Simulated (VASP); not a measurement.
Cu, 1 atom in the cell. It takes space group I4/mmm (No. 139, tetragonal). Conventional cell: a = 3.097 Å, b = 3.097 Å, c = 2.756 Å, α = 90.00°, β = 90.00°, γ = 90.00°. Within 3.4 Å of Cu (site symmetry 4/mmm) lie 14 Cu at 2.59 to 3.10 Å. 

| Property | Result |
| --- | --- |
| Program | VASP 6.6.1 |
| Task | single point |
| Functional | PBE |
| Potentials or basis | VASP PAW PBE potentials, release 64 (Cu) |
| Cutoff | 520 eV |
| k mesh | 24 × 24 × 24 |
| Occupations | gaussian, width 0.15 eV |
| Spin | no spin polarisation |
| Dipole correction | no |
| Further INCAR settings | ALGO = Fast; EDIFF = 1e-07; NBANDS = 12 |

Potentials or basis: VASP PAW PBE potentials, release 64 (Cu).

Launch:

```bash
$ cat potpaw_PBE.64/Cu/POTCAR > POTCAR
$ mpirun -np 1 vasp_std > vasp.out
```

Hardware: 1 thread of Intel(R) Xeon(R) 6975P-C (Granite Rapids), on a shared host.

Question: How long does it take, and how much memory?

Answer: It took 93 s on 1 thread of Intel(R) Xeon(R) 6975P-C (Granite Rapids), on a shared host, peak memory 0.27 GiB. Counts: scf iterations 15, k points 1063.
